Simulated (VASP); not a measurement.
# Pd (Fm-3m) in VASP: a series of runs

Aim: see how the results for Pd move with the level of theory and the settings. Levels: r2SCAN, PBE. Tasks: single point.

Program: VASP 6.6.1. These are calculated values, not measurements. Logs are shortened: lines on timing, memory, paths and dates and some standing lists are left out, and cuts for length are marked.

## (1) The cell of the first run

Symmetry: Fm-3m, No. 225, cubic system. Conventional cell: a = 3.942 Å, b = 3.942 Å, c = 3.942 Å, α = 90.00°, β = 90.00°, γ = 90.00°. Within 3.7 Å of Pd (site symmetry m-3m) lie 12 Pd at 2.79 Å.

## (2) Single point, r2SCAN

POSCAR

```
Pd
1.0
    0.0000000000      1.9711878716      1.9711878716
    1.9711878716      0.0000000000      1.9711878716
    1.9711878716      1.9711878716      0.0000000000
Pd
1
Direct
    0.0000000000      0.0000000000      0.0000000000
```

INCAR.step1

```
  PREC = Accurate
  ENCUT = 520
  ISMEAR = 0
  SIGMA = 0.1
  LREAL = F
  LASPH = T
  NELM = 100
  NBANDS = 11
  GGA = PE
  ALGO = Normal
  EDIFF = 1E-4
  LWAVE = T
  LCHARG = F
```

INCAR.step2

```
  PREC = Accurate
  ENCUT = 520
  EDIFF = 1E-7
  ISMEAR = 0
  SIGMA = 0.1
  LREAL = F
  LASPH = T
  NELM = 100
  ALGO = Normal
  ISIF = 2
  LWAVE = F
  LCHARG = F
  METAGGA = R2SCAN
  LMIXTAU = T
  NBANDS = 11
  ISTART = 1
```

KPOINTS

```
regular mesh
0
Gamma
  18 18 18
```

Potentials or basis: VASP PAW PBE potentials, release 64 (Pd).

Launch:

```sh
> cat potpaw_PBE.64/Pd/POTCAR > POTCAR
> cp INCAR.step1 INCAR
> mpirun -np 1 vasp_std > vasp.out
> cp INCAR.step2 INCAR
> mpirun -np 1 vasp_std > vasp.out
```

OUTCAR:

```text
PREC = Accurate
   ENCUT = 520
   EDIFF = 1E-7
   ISMEAR = 0
   LREAL = F
   LASPH = T
   NELM = 100
   ISIF = 2
   METAGGA = R2SCAN
   ISTART = 1

 ion  position               nearest neighbor table
   1  0.000  0.000  0.000-

  LATTYP: Found a face centered cubic cell.
 ALAT       =     3.9423757432

  Lattice vectors:

 A1 = (   0.0000000000,   1.9711878716,   1.9711878716)
 A2 = (   1.9711878716,   0.0000000000,   1.9711878716)
 A3 = (   1.9711878716,   1.9711878716,   0.0000000000)

Analysis of symmetry for initial positions (statically):
=====================================================================
 Subroutine PRICEL returns:
 Original cell was already a primitive cell.

 Routine SETGRP: Setting up the symmetry group for a
 face centered cubic supercell.

 Subroutine GETGRP returns: Found 48 space group operations
 (whereof 48 operations were pure point group operations)
 out of a pool of 48 trial point group operations.

The static configuration has the point symmetry O_h .

Analysis of symmetry for dynamics (positions and initial velocities):
=====================================================================
 Subroutine PRICEL returns:
 Original cell was already a primitive cell.

 Routine SETGRP: Setting up the symmetry group for a
 face centered cubic supercell.

 Subroutine GETGRP returns: Found 48 space group operations
 (whereof 48 operations were pure point group operations)
 out of a pool of 48 trial point group operations.

The dynamic configuration has the point symmetry O_h .

 Subroutine INISYM returns: Found 48 space group operations
 (whereof 48 operations are pure point group operations),
 and found     1 'primitive' translations

----------------------------------------------------------------------------------------

                                     Primitive cell

  volume of cell :      15.3184

  direct lattice vectors                    reciprocal lattice vectors
     0.000000000  1.971187872  1.971187872    -0.253654158  0.253654158  0.253654158
     1.971187872  0.000000000  1.971187872     0.253654158 -0.253654158  0.253654158
     1.971187872  1.971187872  0.000000000     0.253654158  0.253654158 -0.253654158

  length of vectors
     2.787680622  2.787680622  2.787680622     0.439341889  0.439341889  0.439341889

  position of ions in fractional coordinates (direct lattice)
     0.000000000  0.000000000  0.000000000

  ion indices of the primitive-cell ions
   primitive index   ion index
                 1           1

----------------------------------------------------------------------------------------

 KPOINTS: regular mesh

Automatic generation of k-mesh.
 Grid dimensions read from file:
 generate k-points for:   18   18   18

 Generating k-lattice:

  Cartesian coordinates                     Fractional coordinates (reciprocal lattice)
    -0.014091898  0.014091898  0.014091898     0.055555556  0.000000000  0.000000000
     0.014091898 -0.014091898  0.014091898     0.000000000  0.055555556  0.000000000
     0.014091898  0.014091898 -0.014091898     0.000000000  0.000000000  0.055555556

  Length of vectors
     0.024407883  0.024407883  0.024407883

  Shift w.r.t. Gamma in fractional coordinates (k-lattice)
     0.000000000  0.000000000  0.000000000

 Subroutine IBZKPT returns following result:
 ===========================================

 Found    195 irreducible k-points:

 Following reciprocal coordinates:
            Coordinates               Weight
  0.000000  0.000000  0.000000      1.000000
  0.055556  0.000000  0.000000      8.000000
  0.111111  0.000000  0.000000      8.000000
  0.166667  0.000000  0.000000      8.000000
  0.222222  0.000000  0.000000      8.000000
  0.277778  0.000000  0.000000      8.000000
[... 16 lines left out ...]
 -0.277778  0.055556  0.000000     24.000000
 -0.222222  0.055556  0.000000     24.000000
 [... further k-points ...]
   k-points           NKPTS =    195   k-points in BZ     NKDIM =    195   number of bands    NBANDS=     11
   number of dos      NEDOS =    301   number of ions     NIONS =      1
   total plane-waves  NPLWV =  13824
   dimension x,y,z NGX =    24 NGY =   24 NGZ =   24
   dimension x,y,z NGXF=    48 NGYF=   48 NGZF=   48
   ions per type =               1
   NGX,Y,Z   is equivalent  to a cutoff of  14.31, 14.31, 14.31 a.u.
   NGXF,Y,Z  is equivalent  to a cutoff of  28.63, 28.63, 28.63 a.u.
 SYSTEM =  unknown system
   PREC   = accura    normal or accurate (medium, high low for compatibility)
   ISTART =      1    job   : 0-new  1-cont  2-samecut
   ICHARG =      0    charge: 1-file 2-atom 10-const
   ISPIN  =      1    spin polarized calculation?
   LNONCOLLINEAR =      F non collinear calculations
   LSORBIT =      F    spin-orbit coupling
   LASPH  =      T    aspherical Exc in radial PAW
   ENCUT  =  520.0 eV  38.22 Ry    6.18 a.u.   5.18  5.18  5.18*2*pi/ulx,y,z
   NELM   =    100;   NELMIN=  2; NELMDL=  0     # of ELM steps
   EDIFF  = 0.1E-06   stopping-criterion for ELM
   LREAL  =      F    real-space projection
   EDIFFG = 0.1E-05   stopping-criterion for IOM
   NSW    =      0    number of steps for IOM
   IBRION =     -1    ionic relax: 0-MD 1-quasi-New 2-CG
   NFREE  =      0    steps in history (QN), initial steepest desc. (CG)
   ISIF   =      2    stress and relaxation
   ISYM   =      2    0-nonsym 1-usesym 2-fastsym
   POTIM  = 0.5000    time-step for ionic-motion
   TEBEG  =    0.0;   TEEND  =   0.0 temperature during run
   PSTRESS=    0.0 pullay stress
   NELECT =      10.0000    total number of electrons
   NUPDOWN=      -1.0000    fix difference up-down
   EMIN   =  10.00;   EMAX   =-10.00  energy-range for DOS
   EFERMI =   0.00;   METHOD = LEGACY
   ISMEAR =     0;   SIGMA  =   0.10  broadening in eV -4-tet -1-fermi 0-gaus
   EFERMI_NEDOS =   21; number of points for ismear=-14 and -15
   IALGO  =     38    algorithm
   IMIX   =      4    mixing-type and parameters
     AMIX     =   0.40;   BMIX     =  1.00
     AMIX_MAG =   1.60;   BMIX_MAG =  1.00
  volume/ion in A,a.u.               =      15.32       103.37
  Fermi-wavevector in a.u.,A,eV,Ry     =   1.420158  2.683710 27.440912  2.016850
  Thomas-Fermi vector in A             =   2.541103
   LORBIT       =      0    0 simple, 1 ext, 2 COOP (PROOUT), +10 PAW based schemes
   METAGGA = R2SCAN    functional components
   LHFCALC =     F    Hartree Fock is set to
   AEXX    =    0.0000 exact exchange contribution
   IVDW    =     0    specifies the selected vdW correction
   LEPSILON=     F    determine dielectric tensor
   LRPA    =     F    only Hartree local field effects (RPA)
 non-spin polarized calculation
 Gauss-broadening in eV      SIGMA  =   0.10
  energy-cutoff  :      520.00
  volume of cell :       15.32
 maximum number of plane-waves:       424
 NGX is ok and might be reduce to    24
   NGX = 11   NGY = 11   NGZ = 11

 number of electron      10.0000000 magnetization

 Free energy of the ion-electron system (eV)
  ---------------------------------------------------
  ext. energy  EPLUGINS =         0.00000000
  ---------------------------------------------------
  free energy    TOTEN  =       -22.95059939 eV

  energy without entropy =      -22.93929895  energy(sigma->0) =      -22.94494917

 E-fermi :   8.9823     XC(G=0): -13.8533

 val. band max:        8.9658225417   @ k =   0.5000   0.1111   0.0000
 cond. band min:       8.9886131666   @ k =   0.5000   0.1667   0.0000
 fundamental gap:      0.0227906248
 Fermi energy:         8.9823151718

 k-point     1 :       0.0000    0.0000    0.0000
  band No.  band energies     occupation
      1       2.0971      2.00000
      2       6.2410      2.00000
      3       6.2410      2.00000
      4       6.2410      2.00000
      5       7.7515      2.00000
      6       7.7515      2.00000
      7      26.9779      0.00000
      8      31.5738      0.00000
      9      31.7395      0.00000
     10      31.7395      0.00000
     11      31.7395      0.00000

 k-point     2 :       0.0556    0.0000    0.0000
  band No.  band energies     occupation
      1       2.2098      2.00000
      2       6.2026      2.00000
      3       6.2794      2.00000
      4       6.2794      2.00000
      5       7.7337      2.00000
      6       7.7337      2.00000
      7      27.0857      0.00000
      8      30.9379      0.00000
      9      31.5977      0.00000
     10      31.8575      0.00000
     11      31.8575      0.00000

 k-point     3 :       0.1111    0.0000    0.0000
  band No.  band energies     occupation
      1       2.5352      2.00000
      2       6.1079      2.00000
      3       6.3791      2.00000
      4       6.3791      2.00000
      5       7.6973      2.00000
      6       7.6973      2.00000
      7      27.2968      0.00000
      8      29.3756      0.00000
      9      31.5938      0.00000
     10      32.1892      0.00000
     11      32.1892      0.00000

 k-point     4 :       0.1667    0.0000    0.0000
  band No.  band energies     occupation
      1       3.0241      2.00000
      2       6.0253      2.00000
      3       6.4886      2.00000
      4       6.4886      2.00000
      5       7.6970      2.00000
      6       7.6970      2.00000
      7      26.7729      0.00000
      8      28.2897      0.00000
      9      31.5908      0.00000
     10      32.6573      0.00000
     11      32.6573      0.00000

 k-point     5 :       0.2222    0.0000    0.0000
  band No.  band energies     occupation
      1       3.5504      2.00000
      2       6.1019      2.00000
      3       6.5305      2.00000
      4       6.5305      2.00000
      5       7.8099      2.00000
      6       7.8099      2.00000
      7      24.9343      0.00000
      8      28.1367      0.00000
      9      31.5861      0.00000
     10      33.0752      0.00000
     11      33.0752      0.00000
[... 211 lines left out ...]
 k-point    21 :      -0.3889    0.0556    0.0000
  band No.  band energies     occupation
      1       3.9950      2.00000
      2       6.2028      2.00000
      3       6.2904      2.00000
      4       8.1741      2.00000
      5       8.6177      2.00000
      6       9.8226      0.00000
      7      18.1423      0.00000
      8      26.6873      0.00000
      9      30.1801      0.00000
     10      31.5961      0.00000
     11      31.5994      0.00000

 k-point    22 :      -0.3333    0.0556    0.0000
  band No.  band energies     occupation
      1       4.0561      2.00000
      2       6.3058      2.00000
      3       6.3829      2.00000
      4       7.4789      2.00000
      5       8.2939      2.00000
      6       9.0627      0.25558
      7      20.0684      0.00000
      8      27.0864      0.00000
      9      30.6205      0.00000
     10      31.6001      0.00000
     11      32.7634      0.00000

 k-point    23 :      -0.2778    0.0556    0.0000
  band No.  band energies     occupation
      1       4.0385      2.00000
      2       6.3875      2.00000
      3       6.4953      2.00000
      4       6.6833      2.00000
      5       7.9460      2.00000
      6       8.5493      2.00000
      7      22.1797      0.00000
      8      27.5657      0.00000
      9      31.2103      0.00000
     10      31.6169      0.00000
     11      34.1791      0.00000

 k-point    24 :      -0.2222    0.0556    0.0000
  band No.  band energies     occupation
      1       3.7895      2.00000
      2       6.0659      2.00000
      3       6.5523      2.00000
      4       6.5792      2.00000
      5       7.6582      2.00000
      6       8.1729      2.00000
      7      24.3121      0.00000
      8      27.9589      0.00000
      9      31.5522      0.00000
     10      31.7532      0.00000
     11      34.3541      0.00000

 [... further k-points ...]

------------------------ aborting loop because EDIFF is reached ----------------------------------------

  FORCE on cell =-STRESS in cart. coord.  units (eV):
  Direction    XX          YY          ZZ          XY          YZ          ZX
  --------------------------------------------------------------------------------------
  -------------------------------------------------------------------------------------
  Total       -0.3876396     -0.3876396     -0.3876396      0.0000000     -0.0000000     -0.0000000
  in kB      -40.5438219    -40.5438219    -40.5438219      0.0000000     -0.0000000     -0.0000000
  external PRESSURE =     -40.5438219 kB  Pullay stress =       0.0000000 kB

 VOLUME and BASIS-vectors are now :
 -----------------------------------------------------------------------------
  energy-cutoff  :      520.00
  volume of cell :       15.32
      direct lattice vectors                 reciprocal lattice vectors
     0.000000000  1.971187872  1.971187872    -0.253654158  0.253654158  0.253654158
     1.971187872  0.000000000  1.971187872     0.253654158 -0.253654158  0.253654158
     1.971187872  1.971187872  0.000000000     0.253654158  0.253654158 -0.253654158

 POSITION                                       TOTAL-FORCE (eV/Angst)
 -----------------------------------------------------------------------------------
      0.00000      0.00000      0.00000         0.000000      0.000000      0.000000
 -----------------------------------------------------------------------------------
    total drift:                               -0.000000      0.000000     -0.000000

  FREE ENERGIE OF THE ION-ELECTRON SYSTEM (eV)
  ---------------------------------------------------
  free  energy   TOTEN  =       -22.9505993947 eV

  energy  without entropy=      -22.9392989484  energy(sigma->0) =      -22.94494917
```

Run time: 5.1 min. Hardware: 1 thread of AMD EPYC 7R43 (Zen 3), shared host; peak memory 0.13 GiB.

Results:

```yaml
Free_energy: -22.9506 eV
Pressure: -4.1 GPa
Band_gap_on_the_k_mesh: zero (bands 5 and 6 overlap by 1.58 eV)
```

Caveat: the cell stands under tension; the PAW data sets were made with another functional, which shifts forces and pressure a little.

[end of part 1 of 2]
